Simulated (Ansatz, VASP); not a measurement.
**VSi2: VASP beside Ansatz**

Contents of INCAR:

```
PREC = Accurate
ENCUT = 520
EDIFF = 1E-6
ISMEAR = -1
SIGMA = 0.05
LREAL = False
LASPH = True
NELM = 150
ALGO = Normal
ISIF = 2
LWAVE = False
LCHARG = True
ISPIN = 2
MAGMOM = 2 2 2 0 0 0 0 0 0
LORBIT = 11
LMAXMIX = 4
LELF = True
LVHAR = True
NBANDS = 46
```

File KPOINTS:

```
Automatic mesh
0
Gamma
  7 7 4
```

The input POSCAR:

```
VSi2
1.0
    4.5347995798      0.0000000000      0.0000000000
   -2.2673997899      3.9272516372      0.0000000000
    0.0000000000      0.0000000000      6.3189006300
V Si
3 6
Direct
    0.5000000000      0.0000000000      0.5000000000
    0.5000000000      0.5000000000      0.8333333333
    0.0000000000      0.5000000000      0.1666666667
    0.3249864500      0.1624932250      0.1666666667
    0.8375067750      0.1624932250      0.8333333333
    0.1624932250      0.3249864500      0.5000000000
    0.6750135500      0.8375067750      0.1666666667
    0.1624932250      0.8375067750      0.8333333333
    0.8375067750      0.6750135500      0.5000000000
```

Contents of input.yaml:

```yaml
crystal:
  lattice:
    - [4.5347995798, 0.0, 0.0]
    - [-2.2673997899, 3.9272516372, 0.0]
    - [0.0, 0.0, 6.31890063]
  atoms:
    - { symbol: V, position: [0.5, 0.0, 0.5], spin: 2.0 }
    - { symbol: V, position: [0.5, 0.5, 0.8333333333], spin: 2.0 }
    - { symbol: V, position: [0.0, 0.5, 0.1666666667], spin: 2.0 }
    - { symbol: Si, position: [0.32498645, 0.162493225, 0.1666666667] }
    - { symbol: Si, position: [0.837506775, 0.162493225, 0.8333333333] }
    - { symbol: Si, position: [0.162493225, 0.32498645, 0.5] }
    - { symbol: Si, position: [0.67501355, 0.837506775, 0.1666666667] }
    - { symbol: Si, position: [0.162493225, 0.837506775, 0.8333333333] }
    - { symbol: Si, position: [0.837506775, 0.67501355, 0.5] }
kpoints:
  mp_grid: { grid: [7, 7, 4] }
  band_path:
    path:
      - [0.0, 0.0, 0.0]
      - [0.5, 0.0, 0.0]
      - [0.3333333333, 0.3333333333, 0.0]
      - [0.0, 0.0, 0.0]
      - [0.0, 0.0, 0.5]
      - [0.5, 0.0, 0.5]
      - [0.3333333333, 0.3333333333, 0.5]
      - [0.0, 0.0, 0.5]
    npoints: 8
scf:
  occupations: { method: fermi_dirac, width: 0.05 }
hamiltonian:
  xc: lda
  pseudopotentials: { kind: all_electron, lapw: { basis_error: 0.002 } }
magnetization:
  spin_polarized: true
output:
  forces: true
  stress: true
  eigenvalues: true
```

Alike in both runs: functional LDA; k mesh 7 × 7 × 4; occupations fermi-dirac, width 0.05 eV; collinear spin.

```csv
,VASP,Ansatz
version,VASP 6.6.1,Ansatz 0.2.0
potentials or method,"VASP PAW LDA potentials, release 64 (V_sv, Si), cutoff 520 eV","all-electron LAPW, scalar-relativistic"
task,single point,band structure
```

Ansatz gave:

```
gap on the k mesh at the Fermi level (eV)                     : none
pressure (GPa)                                                : -4.7
traceless stress, the component that is largest in VASP (GPa) : 0.42
rms of the force components (eV/Å)                            : 0.048
net moment per atom (μB)                                      : 0.00
```

Q: Which values does VASP return?

A: gap on the k mesh at the Fermi level (eV): none; pressure (GPa): -4.4; traceless stress, the component that is largest in VASP (GPa): 0.47; rms of the force components (eV/Å): 0.048; net moment per atom (μB): 0.00.

LDA's correlation is that of Perdew and Zunger in VASP and of Perdew and Wang (1992) in Ansatz. Atom by atom the forces differ by 0.000 eV/Å (rms over components). A gap of «none» marks a metal or a gap that the smearing closes. Ansatz ran all-electron here, and VASP with PAW potentials.
